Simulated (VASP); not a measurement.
# Ba7Hf8O23 (a cell with a defect) in VASP: single point with PBEsol

Aim: the single point of Ba7Hf8O23 (a cell with a defect) with PBEsol.

Program: VASP 6.6.1. These are calculated values, not measurements. Logs are shortened: lines on timing, memory, paths and dates and some standing lists are left out, and cuts for length are marked.

## 1. The cell of the first run

The cell holds a defect, 38 atoms: a = 8.315 Å, b = 8.315 Å, c = 8.315 Å, α = 90.00°, β = 90.00°, γ = 90.00°.

## 2. Single point, PBEsol

Contents of INCAR:

```
SYSTEM = Ba7Hf8O23
  PREC = Accurate
  ENCUT = 520
  EDIFF = 1E-6
  ISMEAR = -1
  SIGMA = 0.05
  LREAL = Auto
  LASPH = .TRUE.
  NELM = 100
  ALGO = Normal
  ISIF = 2
  LWAVE = .FALSE.
  LCHARG = .FALSE.
  GGA = PS
  NBANDS = 169
  ISYM = 0
```

Contents of KPOINTS:

```
Automatic mesh
0
Gamma
  1 1 1
  0.25 0.25 0.25
```

Contents of POSCAR:

```
Ba7Hf8O23
1.0
    8.3151870000      0.0000000000      0.0000000000
    0.0000000000      8.3151870000      0.0000000000
    0.0000000000      0.0000000000      8.3151870000
Ba Hf O
7 8 23
Direct
    0.9906340000      0.9912980000      0.9985200000
    0.9907550000      0.9913570000      0.5000870000
    0.9899060000      0.5067970000      0.9998830000
    0.9802190000      0.5059130000      0.4998260000
    0.5061810000      0.9905300000      0.9998980000
    0.5053080000      0.9809050000      0.4997290000
    0.5065960000      0.5071920000      0.0011030000
    0.2524700000      0.2530360000      0.2679660000
    0.2527370000      0.2533430000      0.7315610000
    0.2499480000      0.7466930000      0.2485680000
    0.2503440000      0.7462090000      0.7509300000
    0.7461050000      0.2505530000      0.2485570000
    0.7455880000      0.2509410000      0.7509280000
    0.7451730000      0.7457490000      0.2527040000
    0.7448270000      0.7454590000      0.7467410000
    0.2442870000      0.2449270000      0.4997140000
    0.2465760000      0.7561140000      0.9997560000
    0.2431070000      0.7657400000      0.4998280000
    0.7555360000      0.2471550000      0.9997710000
    0.7652180000      0.2436900000      0.4997950000
    0.7502140000      0.7507400000      0.9998970000
    0.7570590000      0.7576730000      0.4999220000
    0.0070020000      0.2492880000      0.2318540000
    0.0078470000      0.2498770000      0.7684330000
    0.9990940000      0.7501800000      0.2521500000
    0.9991450000      0.7506760000      0.7477850000
    0.4936820000      0.2453880000      0.2181370000
    0.4944420000      0.2460210000      0.7800740000
    0.4984270000      0.7596420000      0.2436370000
    0.4985210000      0.7603070000      0.7561310000
    0.2487070000      0.0075170000      0.2319910000
    0.2492600000      0.0083110000      0.7683310000
    0.2448690000      0.4942340000      0.2180420000
    0.2454920000      0.4951170000      0.7799640000
    0.7496080000      0.9996770000      0.2521580000
    0.7500630000      0.9997580000      0.7477520000
    0.7590310000      0.4990130000      0.2436600000
    0.7597190000      0.4991250000      0.7561110000
```

Potentials or basis: VASP PAW PBE potentials, release 64 (Ba_sv, Hf_pv, O).

Launch:

```
$ cat potpaw_PBE.64/Ba_sv/POTCAR potpaw_PBE.64/Hf_pv/POTCAR potpaw_PBE.64/O/POTCAR > POTCAR
$ mpirun -np 1 vasp_std > vasp.out
```

OUTCAR:

```text
SYSTEM = Ba7Hf8O23
   PREC = Accurate
   ENCUT = 520
   EDIFF = 1E-6
   ISMEAR = -1
   LREAL = Auto
   LASPH = .TRUE.
   NELM = 100
   ISIF = 2
   GGA = PS
   ISYM = 0

 ion  position               nearest neighbor table
   1  0.991  0.991  0.999-  21 2.83  24 2.88  32 2.88  19 2.89  17 2.89  36 2.89  26 2.89  23 2.90
                            31 2.90  35 2.91  25 2.91  15 3.57  14 3.58  13 3.61  11 3.61  12 3.62
   2  0.991  0.991  0.500-  22 2.75  20 2.81  18 2.81  36 2.87  26 2.87  35 2.88  25 2.88  16 2.98
                            31 3.10  23 3.10  32 3.10  24 3.10  15 3.55  14 3.55  10 3.63  12 3.63
   3  0.990  0.507  1.000-  38 2.79  33 2.79  37 2.79  34 2.81  21 2.84  24 2.88  23 2.89  19 2.91
                            25 2.92  26 2.92  17 2.98  14 3.54  15 3.54  12 3.60  10 3.60  11 3.60
   4  0.980  0.506  0.500-  22 2.80  38 2.81  37 2.81  20 2.82  25 2.90  26 2.90  18 3.07  16 3.09
                            23 3.09  24 3.09  34 3.21  33 3.22  15 3.47  14 3.47  13 3.56  12 3.56
   5  0.506  0.991  1.000-  30 2.79  27 2.79  29 2.79  28 2.80  21 2.84  32 2.88  31 2.89  17 2.91
                            35 2.92  36 2.92  19 2.98  14 3.54  15 3.54  10 3.60  12 3.60  13 3.60
   6  0.505  0.981  0.500-  22 2.80  30 2.81  29 2.81  18 2.82  35 2.90  36 2.90  20 3.07  16 3.09
                            31 3.09  32 3.09  28 3.21  27 3.21  15 3.47  14 3.47  10 3.56  11 3.56
   7  0.507  0.507  0.001-  33 2.83  27 2.83  28 2.85  34 2.85  21 2.86  29 2.91  37 2.91  30 2.93
                            38 2.93  17 2.99  19 2.99  14 3.50  15 3.51  12 3.57  10 3.57  13 3.58
   8  0.252  0.253  0.268-  16 1.93  27 2.05  33 2.05  23 2.06  31 2.06   2 3.63   6 3.64   4 3.64
                             7 3.72   5 3.77   3 3.77   1 3.81   9 3.85
   9  0.253  0.253  0.732-  16 1.93  28 2.05  34 2.05  24 2.06  32 2.06   2 3.63   4 3.64   6 3.64
                             7 3.73   5 3.77   3 3.77   1 3.80   8 3.85
  10  0.250  0.747  0.249-  29 2.07  17 2.07  25 2.09  18 2.10  33 2.11  31 2.17   6 3.56   7 3.57
                             5 3.60   3 3.60   1 3.62   2 3.63   4 3.66
  11  0.250  0.746  0.751-  30 2.07  17 2.07  26 2.09  18 2.10  34 2.10  32 2.18   6 3.56   7 3.58
                             3 3.60   5 3.60   1 3.61   2 3.63   4 3.66
[... 14 lines left out ...]
  22  0.757  0.758  0.500-  15 2.06  14 2.06   2 2.75   4 2.80   6 2.80
  23  0.007  0.249  0.232-   8 2.06  12 2.17   3 2.89   1 2.90   4 3.09   2 3.10
  24  0.008  0.250  0.768-   9 2.06  13 2.19   3 2.88   1 2.88   4 3.09   2 3.10
  25  0.999  0.750  0.252-  10 2.09  14 2.11   2 2.88   4 2.90   1 2.91   3 2.92
  26  0.999  0.751  0.748-  11 2.09  15 2.12   2 2.87   1 2.89   4 2.90   3 2.92
  27  0.494  0.245  0.218-   8 2.05  12 2.11   5 2.79   7 2.83   6 3.21
  28  0.494  0.246  0.780-   9 2.05  13 2.10   5 2.80   7 2.85   6 3.21
  29  0.498  0.760  0.244-  14 2.06  10 2.07   5 2.79   6 2.81   7 2.91
  30  0.499  0.760  0.756-  15 2.05  11 2.07   5 2.79   6 2.81   7 2.93
  31  0.249  0.008  0.232-   8 2.06  10 2.17   5 2.89   1 2.90   6 3.09   2 3.10
  32  0.249  0.008  0.768-   9 2.06  11 2.18   5 2.88   1 2.88   6 3.09   2 3.10
  33  0.245  0.494  0.218-   8 2.05  10 2.11   3 2.79   7 2.83   4 3.22
  34  0.245  0.495  0.780-   9 2.05  11 2.10   3 2.81   7 2.85   4 3.21
  35  0.750  1.000  0.252-  12 2.09  14 2.11   2 2.88   6 2.90   1 2.91   5 2.92
  36  0.750  1.000  0.748-  13 2.09  15 2.12   2 2.87   1 2.89   6 2.90   5 2.92
  37  0.759  0.499  0.244-  14 2.06  12 2.07   3 2.79   4 2.81   7 2.91
  38  0.760  0.499  0.756-  15 2.05  13 2.07   3 2.79   4 2.81   7 2.93

IMPORTANT INFORMATION: All symmetrisations will be switched off!
NOSYMM: (Re-)initialisation of all symmetry stuff for point group C_1.

----------------------------------------------------------------------------------------

                                     Primitive cell

  volume of cell :     574.9314

  direct lattice vectors                    reciprocal lattice vectors
     8.315187000  0.000000000  0.000000000     0.120261877  0.000000000  0.000000000
     0.000000000  8.315187000  0.000000000     0.000000000  0.120261877  0.000000000
     0.000000000  0.000000000  8.315187000     0.000000000  0.000000000  0.120261877

  length of vectors
     8.315187000  8.315187000  8.315187000     0.120261877  0.120261877  0.120261877

  position of ions in fractional coordinates (direct lattice)
     0.990634000  0.991298000  0.998520000
     0.990755000  0.991357000  0.500087000
     0.989906000  0.506797000  0.999883000
     0.980219000  0.505913000  0.499826000
     0.506181000  0.990530000  0.999898000
     0.505308000  0.980905000  0.499729000
[... 30 lines left out ...]
     0.759031000  0.499013000  0.243660000
     0.759719000  0.499125000  0.756111000

  ion indices of the primitive-cell ions
   primitive index   ion index
                 1           1
                 2           2
                 3           3
                 4           4
                 5           5
                 6           6
[... 30 lines left out ...]
                37          37
                38          38

----------------------------------------------------------------------------------------

 KPOINTS: Automatic mesh

Automatic generation of k-mesh.
 Grid dimensions read from file:
 generate k-points for:    1    1    1

 Generating k-lattice:

  Cartesian coordinates                     Fractional coordinates (reciprocal lattice)
     0.120261877  0.000000000  0.000000000     1.000000000  0.000000000  0.000000000
     0.000000000  0.120261877  0.000000000     0.000000000  1.000000000  0.000000000
     0.000000000  0.000000000  0.120261877     0.000000000  0.000000000  1.000000000

  Length of vectors
     0.120261877  0.120261877  0.120261877

  Shift w.r.t. Gamma in fractional coordinates (k-lattice)
     0.250000000  0.250000000  0.250000000

 Subroutine IBZKPT returns following result:
 ===========================================

 Found      4 irreducible k-points:

 Following reciprocal coordinates:
            Coordinates               Weight
  0.250000  0.250000  0.250000      2.000000
 -0.250000  0.250000  0.250000      2.000000
 -0.250000 -0.250000  0.250000      2.000000
  0.250000 -0.250000  0.250000      2.000000
   k-points           NKPTS =      4   k-points in BZ     NKDIM =      4   number of bands    NBANDS=    169
   number of dos      NEDOS =    301   number of ions     NIONS =     38
   total plane-waves  NPLWV = 262144
   dimension x,y,z NGX =    64 NGY =   64 NGZ =   64
   dimension x,y,z NGXF=   128 NGYF=  128 NGZF=  128
   ions per type =               7   8  23
   NGX,Y,Z   is equivalent  to a cutoff of  12.80, 12.80, 12.80 a.u.
   NGXF,Y,Z  is equivalent  to a cutoff of  25.59, 25.59, 25.59 a.u.
 SYSTEM =  Ba7Hf8O23
   PREC   = accura    normal or accurate (medium, high low for compatibility)
   ISTART =      0    job   : 0-new  1-cont  2-samecut
   ICHARG =      2    charge: 1-file 2-atom 10-const
   ISPIN  =      1    spin polarized calculation?
   LNONCOLLINEAR =      F non collinear calculations
   LSORBIT =      F    spin-orbit coupling
   LASPH  =      T    aspherical Exc in radial PAW
   ENCUT  =  520.0 eV  38.22 Ry    6.18 a.u.  15.46 15.46 15.46*2*pi/ulx,y,z
   NELM   =    100;   NELMIN=  2; NELMDL= -5     # of ELM steps
   EDIFF  = 0.1E-05   stopping-criterion for ELM
   LREAL  =      T    real-space projection
   EDIFFG = 0.1E-04   stopping-criterion for IOM
   NSW    =      0    number of steps for IOM
   IBRION =     -1    ionic relax: 0-MD 1-quasi-New 2-CG
   NFREE  =      0    steps in history (QN), initial steepest desc. (CG)
   ISIF   =      2    stress and relaxation
   ISYM   =      0    0-nonsym 1-usesym 2-fastsym
   POTIM  = 0.5000    time-step for ionic-motion
   TEBEG  =    0.0;   TEEND  =   0.0 temperature during run
   PSTRESS=    0.0 pullay stress
   NELECT =     288.0000    total number of electrons
   NUPDOWN=      -1.0000    fix difference up-down
   EMIN   =  10.00;   EMAX   =-10.00  energy-range for DOS
   EFERMI =   0.00;   METHOD = LEGACY
   ISMEAR =    -1;   SIGMA  =   0.05  broadening in eV -4-tet -1-fermi 0-gaus
   EFERMI_NEDOS =   21; number of points for ismear=-14 and -15
   IALGO  =     38    algorithm
   IMIX   =      4    mixing-type and parameters
     AMIX     =   0.40;   BMIX     =  1.00
     AMIX_MAG =   1.60;   BMIX_MAG =  1.00
  volume/ion in A,a.u.               =      15.13       102.10
  Fermi-wavevector in a.u.,A,eV,Ry     =   1.300170  2.456966 22.999878  1.690443
  Thomas-Fermi vector in A             =   2.431387
   LORBIT       =      0    0 simple, 1 ext, 2 COOP (PROOUT), +10 PAW based schemes
   GGA     = PS    functional components
   LHFCALC =     F    Hartree Fock is set to
   AEXX    =    0.0000 exact exchange contribution
   IVDW    =     0    specifies the selected vdW correction
   LEPSILON=     F    determine dielectric tensor
   LRPA    =     F    only Hartree local field effects (RPA)
 non-spin polarized calculation
  energy-cutoff  :      520.00
  volume of cell :      574.93
 maximum number of plane-waves:     15468
 NGX is ok and might be reduce to    64
   NGX = 31   NGY = 31   NGZ = 31

 number of electron     288.0000045 magnetization

 Free energy of the ion-electron system (eV)
  ---------------------------------------------------
  ext. energy  EPLUGINS =         0.00000000
  ---------------------------------------------------
  free energy    TOTEN  =      -347.16058613 eV

  energy without entropy =     -347.16058613  energy(sigma->0) =     -347.16058613

 E-fermi :   3.0592     XC(G=0): -10.7005

 val. band max:        1.7605125325   @ k =  -0.2500  -0.2500   0.2500
 cond. band min:       4.7454341902   @ k =  -0.2500   0.2500   0.2500
 fundamental gap:      2.9849216577
 Fermi energy:         3.0591944026

 k-point     1 :       0.2500    0.2500    0.2500
  band No.  band energies     occupation
      1     -27.7188      2.00000
      2     -27.5416      2.00000
      3     -27.2529      2.00000
      4     -27.2448      2.00000
      5     -27.2275      2.00000
      6     -27.2198      2.00000
[... 625 lines left out ...]
    155       7.3766      0.00000
    156       7.5321      0.00000
 [bands above 156 left out]

------------------------ aborting loop because EDIFF is reached ----------------------------------------

  FORCE on cell =-STRESS in cart. coord.  units (eV):
  Direction    XX          YY          ZZ          XY          YZ          ZX
  --------------------------------------------------------------------------------------
  -------------------------------------------------------------------------------------
  Total       -8.6427672     -8.6492723     -1.7304365     -0.8742661     -0.0225518     -0.0209770
  in kB      -24.0850379    -24.1031658     -4.8222550     -2.4363415     -0.0628459     -0.0584571
  external PRESSURE =     -17.6701529 kB  Pullay stress =       0.0000000 kB

 VOLUME and BASIS-vectors are now :
 -----------------------------------------------------------------------------
  energy-cutoff  :      520.00
  volume of cell :      574.93
      direct lattice vectors                 reciprocal lattice vectors
     8.315187000  0.000000000  0.000000000     0.120261877  0.000000000  0.000000000
     0.000000000  8.315187000  0.000000000     0.000000000  0.120261877  0.000000000
     0.000000000  0.000000000  8.315187000     0.000000000  0.000000000  0.120261877

 POSITION                                       TOTAL-FORCE (eV/Angst)
 -----------------------------------------------------------------------------------
      8.23731      8.24283      8.30288         0.016910      0.012397      0.035640
      8.23831      8.24332      4.15832         0.068679      0.065706     -0.009861
      8.23125      4.21411      8.31421         0.023074     -0.008025     -0.010503
      8.15070      4.20676      4.15615         0.090007     -0.032072      0.002116
      4.20899      8.23644      8.31434        -0.008823      0.017461     -0.011233
      4.20173      8.15641      4.15534        -0.033709      0.083789      0.005069
[... 30 lines left out ...]
      6.31148      4.14939      2.02608        -0.057193     -0.017604      0.027013
      6.31721      4.15032      6.28720        -0.072512     -0.017793     -0.035865
 -----------------------------------------------------------------------------------
    total drift:                                0.010376      0.019869      0.000661

  FREE ENERGIE OF THE ION-ELECTRON SYSTEM (eV)
  ---------------------------------------------------
  free  energy   TOTEN  =      -347.1605861300 eV

  energy  without entropy=     -347.1605861299  energy(sigma->0) =     -347.16058613
```

It took 26 min on 1 thread of AMD EPYC 7R13, shared host; peak memory 0.69 GiB.

What came out:

- Free energy: -347.1606 eV
- Pressure: -1.8 GPa
- Largest force: 0.128 eV/Å
- Band gap on the k mesh: 2.98 eV

Forces in eV/Å, atoms in the order of the input:
```
Ba   0.017  0.012  0.036
Ba   0.069  0.066 -0.010
Ba   0.023 -0.008 -0.011
Ba   0.090 -0.032  0.002
Ba  -0.009  0.017 -0.011
Ba  -0.034  0.084  0.005
Ba  -0.004  0.000 -0.036
Hf  -0.006  0.001  0.004
Hf   0.019  0.019 -0.038
Hf   0.023 -0.004 -0.008
Hf   0.002  0.025  0.008
Hf   0.000  0.023 -0.009
Hf   0.026  0.003  0.011
Hf   0.000  0.001  0.014
Hf   0.029  0.027  0.015
O    0.023  0.020  0.011
O    0.013 -0.028  0.007
O    0.018 -0.085 -0.003
O   -0.031  0.011  0.000
O   -0.085  0.020  0.005
O   -0.003 -0.001 -0.004
O   -0.056 -0.058 -0.013
O    0.023  0.001  0.047
O   -0.015 -0.006 -0.062
O   -0.003 -0.013 -0.005
O    0.007 -0.013 -0.002
O    0.023  0.023  0.121
O   -0.007  0.010 -0.079
O   -0.013 -0.059  0.027
O   -0.010 -0.069 -0.037
O    0.000  0.028  0.045
O   -0.003  0.003 -0.060
O    0.021  0.023  0.124
O    0.009 -0.021 -0.079
O   -0.011  0.001 -0.007
O   -0.014  0.014  0.001
O   -0.057 -0.018  0.027
O   -0.073 -0.018 -0.036
```

Caveat: the PAW data sets were made with another functional, which shifts forces and pressure a little; spin-orbit coupling is left out, which moves the levels of the heavy elements.
